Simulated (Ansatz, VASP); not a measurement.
## Si2Ni: VASP beside Ansatz

```
CELL_PARAMETERS angstrom
-1.65618 1.65618 3.51695
1.65618 -1.65618 3.51695
1.65618 1.65618 -3.51695
ATOMIC_POSITIONS crystal
Ni 0.00000 0.00000 0.00000
Si 0.33212 0.33212 0.00000
Si 0.66788 0.66788 0.00000
```

Alike in both runs: functional PBE; k mesh 14 × 14 × 14; occupations fermi-dirac, width 0.05 eV; no spin polarisation.

Ansatz relaxed the structure, and its values are those at the end. VASP's run is a single point on that final structure, the one shown.

|  | VASP | Ansatz |
| --- | --- | --- |
| version | VASP 6.6.1 | Ansatz 0.2.0 |
| potentials or method | VASP PAW PBE potentials, release 64 (Ni, Si) | PAW with Ansatz's default frozen-core files, scalar-relativistic |
| plane-wave cutoff (eV) | 520 | 420 |
| valence electrons in the cell | 18 | 26 |

|  | VASP | Ansatz | Ansatz less VASP |
| --- | --- | --- | --- |
| pressure (GPa) | 0.0 | 0.0 | 0.00 |

VASP's potentials hold 18 valence electrons a cell and Ansatz's 26, so a difference there can come from the potentials and not from the codes.
